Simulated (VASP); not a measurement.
Write the native input for VASP 6.6.1 that does the following.

```yaml
Task: single point
Functional: PBE0
Potentials_or_basis: VASP PAW PBE potentials, release 64 (B, N)
Cutoff: 520 eV
k_mesh: 6 × 6 × 2
Occupations: gaussian, width 0.01 eV
Spin: no spin polarisation
Dipole_correction: no
Grid_for_exact_exchange_PRECFOCK: Fast
Further_INCAR_settings: ALGO = Normal; EDIFF = 1e-06; NBANDS = 26
Share_of_exact_exchange: 0.25
```

Crystal: BN.

```
B N
1.0
     2.54800    0.00000    0.00000
    -1.27400    2.20663    0.00000
     0.00000    0.00000    8.37536
B N
4 4
Direct
  0.00000 0.00000 0.00039
  0.33333 0.66667 0.24969
  0.00000 0.00000 0.50039
  0.66667 0.33333 0.74969
  0.00000 0.00000 0.18699
  0.33333 0.66667 0.43793
  0.00000 0.00000 0.68699
  0.66667 0.33333 0.93793
```

One way to write it, as run:

POSCAR

```
BN
1.0
    2.5479976490      0.0000000000      0.0000000000
   -1.2739988245      2.2066306928      0.0000000000
    0.0000000000      0.0000000000      8.3753608011
B N
4 4
Direct
    0.0000000000      0.0000000000      0.0003894352
    0.3333333333      0.6666666667      0.2496892000
    0.0000000000      0.0000000000      0.5003894352
    0.6666666667      0.3333333333      0.7496892000
    0.0000000000      0.0000000000      0.1869898325
    0.3333333333      0.6666666667      0.4379315323
    0.0000000000      0.0000000000      0.6869898325
    0.6666666667      0.3333333333      0.9379315323
```

INCAR.step1

```
SYSTEM = BN
PREC = Accurate
ENCUT = 520
EDIFF = 1E-5
ISMEAR = 0
SIGMA = 0.01
LREAL = .False.
LASPH = .True.
NELM = 60
ALGO = Normal
ISIF = 2
LWAVE = .True.
LCHARG = .False.
GGA = PE
NBANDS = 26
```

INCAR.step2

```
SYSTEM = BN
PREC = Accurate
ENCUT = 520
EDIFF = 1E-6
ISMEAR = 0
SIGMA = 0.01
LREAL = .False.
LASPH = .True.
NELM = 60
ALGO = Normal
ISIF = 2
LWAVE = .False.
LCHARG = .False.
GGA = PE
LHFCALC = .True.
AEXX = 0.25
PRECFOCK = Fast
ISTART = 1
NBANDS = 26
```

KPOINTS

```
regular mesh
0
Gamma
  6 6 2
  0 0 0
```

Potentials or basis: VASP PAW PBE potentials, release 64 (B, N).

Run with:

```bash
$ cat potpaw_PBE.64/B/POTCAR potpaw_PBE.64/N/POTCAR > POTCAR
$ cp INCAR.step1 INCAR
$ mpirun -np 1 vasp_std > vasp.out
$ cp INCAR.step2 INCAR
$ mpirun -np 1 vasp_std > vasp.out
```

Results of the run:

| Quantity | Value |
| --- | --- |
| Pressure | -3.9 GPa |
| Largest force | 0.014 eV/Å |
| Band gap on the k mesh | 7.68 eV (least direct gap 9.89 eV) |

Caveat: the k points lie up to 0.47 Å⁻¹ apart; the PAW data sets were made with another functional, which shifts forces and pressure a little.

It took 14 min on 1 thread of Intel(R) Xeon(R) Platinum 8488C (Sapphire Rapids) (shared host), peak memory 0.18 GiB.
